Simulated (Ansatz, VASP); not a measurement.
**NaHF2: VASP beside Ansatz**

The input INCAR:

```
PREC     = Accurate       # precision mode
ENCUT    = 520            # plane-wave cutoff, eV
EDIFF    = 1E-6           # SCF threshold, eV
ISMEAR   = -1             # smearing method
SIGMA    = 0.02           # smearing width, eV
LREAL    = False          # projectors in reciprocal space
LASPH    = True           # aspherical terms in the spheres
NELM     = 60             # most SCF steps
ALGO     = Normal         # electronic algorithm
ISIF     = 2              # what is computed and relaxed
LWAVE    = False          # write WAVECAR
LCHARG   = True           # write CHGCAR
GGA      = CA             # functional
LELF     = True           # ELF
LVHAR    = True         
NBANDS   = 19             # bands
```

The input KPOINTS:

```
Automatic mesh
0
Gamma
  10 10 10
```

Contents of POSCAR:

```
NaHF2
1.0
    1.7341876022      1.0012336790      4.6542823426
   -1.7341876022      1.0012336790      4.6542823426
    0.0000000000     -2.0024673580      4.6542823426
Na H F
1 1 2
Direct
    0.0000000000      0.0000000000      0.0000000000
    0.5000000000      0.5000000000      0.5000000000
    0.4100000000      0.4100000000      0.4100000000
    0.5900000000      0.5900000000      0.5900000000
```

Input for Ansatz:

```yaml
crystal:
  lattice:
    - [1.7341876022, 1.001233679, 4.6542823426]
    - [-1.7341876022, 1.001233679, 4.6542823426]
    - [0.0, -2.002467358, 4.6542823426]
  atoms:
    - { symbol: Na, position: [0.0, 0.0, 0.0] }
    - { symbol: H, position: [0.5, 0.5, 0.5] }
    - { symbol: F, position: [0.41, 0.41, 0.41] }
    - { symbol: F, position: [0.59, 0.59, 0.59] }
kpoints:
  mp_grid: { grid: [10, 10, 10] }
  band_path:
    path:
      - [0.0, 0.0, 0.0]
      - [0.5, 0.5, 0.5]
      - [0.8024819821, 0.1975180179, 0.5]
      - [0.5, -0.1975180179, 0.1975180179]
      - [0.5, 0.0, 0.0]
      - [0.0, 0.0, 0.0]
      - [0.3487590089, -0.3487590089, 0.0]
      - [0.6512409911, 0.0, 0.3487590089]
      - [0.5, 0.0, 0.5]
    npoints: 5
scf:
  occupations: { method: fermi_dirac, width: 0.02 }
hamiltonian:
  xc: lda
  pseudopotentials: { kind: all_electron, lapw: { basis_error: 0.001 } }
output:
  forces: true
  stress: true
  eigenvalues: true
```

Change from the starting cell: volume scaled by 1.01.

Alike in both runs: task single point; functional LDA; k mesh 10 × 10 × 10; occupations fermi-dirac, width 0.02 eV; no spin polarisation.

|  | VASP | Ansatz |
| --- | --- | --- |
| version | VASP 6.6.1 | Ansatz 0.2.0 |
| potentials or method | VASP PAW LDA potentials, release 64 (Na_pv, H, F), cutoff 520 eV | all-electron LAPW, scalar-relativistic |

|  | VASP | Ansatz | Ansatz less VASP |
| --- | --- | --- | --- |
| gap on the k mesh at the Fermi level (eV) | 6.29 | 6.31 | +0.024 |
| pressure (GPa) | -7.4 | -7.3 | +0.06 |
| traceless stress, the component that is largest in VASP (GPa) | -11.00 | -11.36 | -0.358 |
| rms of the force components (eV/Å) | 0.877 | 0.896 | +0.0193 |

LDA's correlation is that of Perdew and Zunger in VASP and of Perdew and Wang (1992) in Ansatz. Atom by atom the forces differ by 0.019 eV/Å (rms over components). Ansatz ran all-electron here, and VASP with PAW potentials.
